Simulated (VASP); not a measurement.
Li2Cu, 3 atoms in the cell. It takes space group P-3m1 (No. 164, trigonal). The conventional cell has a = 2.783 Å, b = 2.783 Å, c = 6.553 Å, α = 90.00°, β = 90.00°, γ = 120.00°. Li (site symmetry 3m) has 3 Cu at 2.57 Å and 9 Li at 2.78 to 3.01 Å within 3.4 Å. Within 3.4 Å of Cu (site symmetry -3m) lie 6 Li at 2.57 Å and 6 Cu at 2.78 Å. 

- Program: VASP 6.6.1
- Task: single point
- Functional: PBE
- Potentials or basis: VASP PAW PBE potentials, release 64 (Li_sv, Cu)
- Cutoff: 520 eV
- k mesh: 6 × 6 × 4
- Occupations: gaussian, width 0.1 eV
- Spin: no spin polarisation
- Dipole correction: no
- Further INCAR settings: ALGO = Normal; EDIFF = 1e-06; NBANDS = 16

Potentials or basis: VASP PAW PBE potentials, release 64 (Li_sv, Cu).

Command:

```bash
$ cat potpaw_PBE.64/Li_sv/POTCAR potpaw_PBE.64/Cu/POTCAR > POTCAR
$ mpirun -np 1 vasp_std > vasp.out
```

Hardware: 1 thread of AMD EPYC 7R13 Processor (Zen 3), on a shared host.

Q: Estimate the wall time of this run.

A: Wall time 19 s on 1 thread of AMD EPYC 7R13 Processor (Zen 3) (shared host), peak memory 0.14 GiB. Counts: scf iterations 15, k points 24.
